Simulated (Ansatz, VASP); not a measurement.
**Two plane-wave programs on C**

The input POSCAR:

```
C
1.0
    0.0000000000      1.7801241423      1.7801241423
    1.7801241423      0.0000000000      1.7801241423
    1.7801241423      1.7801241423      0.0000000000
C
2
Direct
    0.0000000000      0.0000000000      0.0000000000
    0.2500000000      0.2500000000      0.2500000000
```

Contents of INCAR.step1:

```
SYSTEM = C
PREC = Accurate
ENCUT = 520
ISMEAR = 0
SIGMA = 0.01
LREAL = .FALSE.
LASPH = .TRUE.
NELM = 80
NBANDS = 11
GGA = PE
ALGO = Normal
EDIFF = 1E-4
LWAVE = .TRUE.
LCHARG = .FALSE.
```

File INCAR.step2:

```
SYSTEM = C
PREC = Accurate
ENCUT = 520
EDIFF = 1E-6
ISMEAR = 0
SIGMA = 0.01
LREAL = .FALSE.
LASPH = .TRUE.
NELM = 80
ALGO = Normal
ISIF = 2
LWAVE = .FALSE.
LCHARG = .FALSE.
METAGGA = R2SCAN
LMIXTAU = .TRUE.
NBANDS = 11
ISTART = 1
```

KPOINTS

```
regular mesh
0
G
  10 10 10
  0 0 0
```

Input for Ansatz:

```yaml
crystal:
  lattice:
    - [0.0, 1.7801241423, 1.7801241423]
    - [1.7801241423, 0.0, 1.7801241423]
    - [1.7801241423, 1.7801241423, 0.0]
  atoms:
    - { symbol: C, position: [0.0, 0.0, 0.0] }
    - { symbol: C, position: [0.25, 0.25, 0.25] }
kpoints:
  mp_grid: { grid: [10, 10, 10] }
hamiltonian:
  xc: r2scan
scf:
  occupations: { method: fixed }
  n_extra_bands: 4
output:
  forces: true
  stress: true
  eigenvalues: true
```

Alike in both runs: task single point; functional r2SCAN; k mesh 10 × 10 × 10; no spin polarisation.

|  | VASP | Ansatz |
| --- | --- | --- |
| version | VASP 6.6.1 | Ansatz 0.2.0 |
| potentials or method | VASP PAW PBE potentials, release 64 (C) | plane waves, PAW |
| plane-wave cutoff (eV) | 520 | 500 |
| occupations | gaussian, width 0.01 eV | fixed |
| valence electrons in the cell | 8 | 8 |

|  | VASP | Ansatz | Ansatz less VASP |
| --- | --- | --- | --- |
| gap on the k mesh at the Fermi level (eV) | 4.38 | 4.41 | +0.028 |
| pressure (GPa) | 1.1 | 0.0 | -1.12 |

VASP's potentials were made for PBE, not for r2SCAN.
